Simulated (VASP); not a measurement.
A run of VASP 6.6.1 is set up as follows.

The input INCAR:

```
PREC     = Accurate       # precision mode
ENCUT    = 520            # plane-wave cutoff, eV
EDIFF    = 1E-7           # SCF threshold, eV
ISMEAR   = 0              # smearing method
SIGMA    = 0.1            # smearing width, eV
LREAL    = F              # projectors in reciprocal space
LASPH    = T              # aspherical terms in the spheres
NELM     = 80             # most SCF steps
ALGO     = Normal         # electronic algorithm
ISIF     = 2              # what is computed and relaxed
LWAVE    = F              # write WAVECAR
LCHARG   = F              # write CHGCAR
GGA      = PE             # functional
NBANDS   = 34             # bands
```

Contents of KPOINTS:

```
regular mesh
0
Gamma
  8 8 12
```

Contents of POSCAR:

```
Zn2H
1.0
    4.3566332851      0.0000000000      0.0000000000
    0.0000000000      4.3566332851      0.0000000000
    0.0000000000      0.0000000000      3.8994006373
Zn H
4 2
Direct
    0.2893855288      0.2893855288      0.0000000000
    0.2106144712      0.7893855288      0.5000000000
    0.7106144712      0.7106144712      0.0000000000
    0.7893855288      0.2106144712      0.5000000000
    0.0000000000      0.0000000000      0.0000000000
    0.5000000000      0.5000000000      0.5000000000
```

Potentials or basis: VASP PAW PBE potentials, release 64 (Zn, H).

Launch:

```console
$ cat potpaw_PBE.64/Zn/POTCAR potpaw_PBE.64/H/POTCAR > POTCAR
$ mpirun -np 1 vasp_std > vasp.out
```

(1) Estimate the largest force.

(2) Estimate the band gap on the k mesh.

## Answers

(1) 0.006 eV/Å.

(2) zero (band 25 reaches 4.29 eV, above the bottom of band 26 at -0.19 eV).
